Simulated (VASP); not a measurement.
**Be3Br: single point with PBE**

The system is Be3Br.

```
Be Br
1.0
     3.25986   -1.85453    0.00241
     3.25986    1.85453    0.00241
    -2.20166    0.00000    5.12059
Be Br
3 1
Direct
  0.95800 0.95800 0.09726
  0.31492 0.31492 0.16606
  0.60212 0.60212 0.02500
  0.53081 0.53081 0.59616
```

The cell was generated, and may not be a known phase.

```yaml
Program: VASP 6.6.1
Task: single point
Functional: PBE
Potentials_or_basis: VASP PAW PBE potentials, release 64 (Be, Br)
Cutoff: 520 eV
k_mesh: 14 × 14 × 10
Occupations: gaussian, width 0.1 eV
Spin: no spin polarisation
```

The pressure is 0.1 GPa and the band gap on the k mesh is zero (an odd number of electrons rules out a gap without spin polarisation).

Forces on the atoms (eV/Å):
```
Be  -0.001  0.000  0.002
Be   0.000  0.000 -0.001
Be  -0.001  0.000 -0.002
Br   0.002  0.000  0.000
```

Levels at points of the mesh, in eV from the Fermi level:
```csv
k point,band 4,band 5,band 6,band 7,band 8,band 9,band 10,band 11
"(0.00, 0.00, 0.00)",-1.69,-1.56,2.33,2.58,2.59,2.90,4.23,5.91
"(0.50, 0.00, 0.00)",-3.75,-2.23,-1.82,-0.67,1.88,4.52,5.87,7.95
"(0.50, 0.50, 0.00)",-3.95,-2.59,-1.49,0.36,2.99,4.41,4.66,7.60
"(0.00, 0.00, 0.50)",-1.74,-1.65,0.27,2.44,2.48,2.90,3.36,6.52
"(0.50, 0.00, 0.50)",-3.92,-2.59,-1.54,-0.17,3.13,4.53,4.88,7.11
"(0.50, 0.50, 0.50)",-3.77,-2.07,-1.88,-0.70,1.84,4.68,5.83,8.09
```

Wall time 12 min on 1 thread of Oxide Virtual Turin-like Processor, on a shared host, peak memory 0.49 GiB.
